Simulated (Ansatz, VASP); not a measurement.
# Ag: VASP beside Ansatz

File INCAR:

```
PREC = Accurate
ENCUT = 600
EDIFF = 1E-6
ISMEAR = -1
SIGMA = 0.05
LREAL = F
LASPH = T
NELM = 100
ALGO = Normal
ISIF = 3
LWAVE = F
LCHARG = F
GGA = PE
IVDW = 12
IBRION = 2
NSW = 80
EDIFFG = -0.005
```

KPOINTS

```
regular mesh
0
Gamma
  11 11 11
```

The input POSCAR:

```
Ag
1.0
    0.0000000000      2.0427500000      2.0427500000
    2.0427500000      0.0000000000      2.0427500000
    2.0427500000      2.0427500000      0.0000000000
Ag
1
Direct
    0.0000000000      0.0000000000      0.0000000000
```

input.yaml

```yaml
crystal:
  lattice:
    - [0.0, 2.04275, 2.04275]
    - [2.04275, 0.0, 2.04275]
    - [2.04275, 2.04275, 0.0]
  atoms:
    - { symbol: Ag, position: [0.0, 0.0, 0.0] }
kpoints:
  mp_grid: { grid: [11, 11, 11] }
scf:
  occupations: { method: fermi_dirac, width: 0.05 }
hamiltonian:
  xc: pbe
  dispersion: d3bj
  pseudopotentials: { kind: all_electron, lapw: { basis_error: 0.001 } }
output:
  forces: true
  stress: true
relax:
  f_tol: 0.005
  max_steps: 60
  cell: {}
```

Alike in both runs: task relaxation of cell and atoms; functional PBE; dispersion D3(BJ); k mesh 11 × 11 × 11; occupations fermi-dirac, width 0.05 eV; no spin polarisation.

|  | VASP | Ansatz |
| --- | --- | --- |
| version | VASP 6.6.1 | Ansatz 0.2.0 |
| potentials or method | VASP PAW PBE potentials, release 64 (Ag), cutoff 600 eV | all-electron LAPW, scalar-relativistic |

VASP gave:

* relaxed volume (Å³/atom): 16.81
* relaxed cell length with the largest relative difference (Å): 2.876

Q: What did Ansatz give for the same quantities?

A: Relaxed volume (Å³/atom): 16.85; relaxed cell length with the largest relative difference (Å): 2.877.

Ansatz ran all-electron here, and VASP with PAW potentials.
